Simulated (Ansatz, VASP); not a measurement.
**One calculation of GaN, two programs**

```xyz
2
Lattice="0.0000 2.0057 2.0057 2.0057 0.0000 2.0057 2.0057 2.0057 0.0000" Properties=species:S:1:pos:R:3 pbc="T T T"
Ga    2.0057    2.0057    2.0057
N     0.0000    0.0000    0.0000
```

Change from the starting cell: volume scaled by 1.02, crystal datasets.

Alike in both runs: task electric field gradients; functional PBEsol; k mesh 10 × 10 × 10; occupations fermi-dirac, width 0.02 eV; no spin polarisation.

|  | VASP | Ansatz |
| --- | --- | --- |
| version | VASP 6.6.1 | Ansatz 0.2.0 |
| potentials or method | VASP PAW PBE potentials, release 64 (Ga_d, N), cutoff 520 eV | all-electron PAW with datasets made for the crystal, scalar-relativistic |

VASP gave:

- gap on the k mesh at the Fermi level (eV): 1.58
- pressure (GPa): 50.4

Question: Estimate Ansatz's values.

Answer: gap on the k mesh at the Fermi level (eV): 1.60; pressure (GPa): 49.8.

VASP's potentials were made for PBE, not for PBEsol. Both programs put the cell under a high pressure, so it lies far from rest at this level. Ansatz ran all-electron here, and VASP with PAW potentials.
